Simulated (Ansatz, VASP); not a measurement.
**Two plane-wave programs on ScAl3**

```
CELL_PARAMETERS angstrom
4.10000 0.00000 0.00000
0.00000 4.10000 0.00000
0.00000 0.00000 4.10000
ATOMIC_POSITIONS crystal
Al 0.00000 0.50000 0.50000
Al 0.50000 0.00000 0.50000
Al 0.50000 0.50000 0.00000
Sc 0.00000 0.00000 0.00000
```

Alike in both runs: task relaxation of cell and atoms; functional PBEsol; k mesh 16 × 16 × 16; occupations gaussian, width 0.1 eV; no spin polarisation.

|  | VASP | Ansatz |
| --- | --- | --- |
| version | VASP 6.6.1 | Ansatz 0.2.0 |
| potentials or method | VASP PAW PBE potentials, release 64 (Al, Sc_sv) | scalar-relativistic, plane waves, PAW |
| plane-wave cutoff (eV) | 600 | 420 |
| valence electrons in the cell | 20 | 20 |

Ansatz gave:

| Quantity | Value |
| --- | --- |
| gap on the k mesh at the Fermi level, each at its own relaxed structure (eV) | none |
| relaxed volume (Å³/atom) | 16.87 |
| relaxed length of the cell vector where the two differ most in proportion (Å) | 4.072 |

**Question.** What did VASP give for the same quantities?

**Answer.** gap on the k mesh at the Fermi level, each at its own relaxed structure (eV): none; relaxed volume (Å³/atom): 16.90; relaxed length of the cell vector where the two differ most in proportion (Å): 4.074.

VASP's potentials were made for PBE, not for PBEsol. A gap of «none» marks a metal or a gap that the smearing closes.
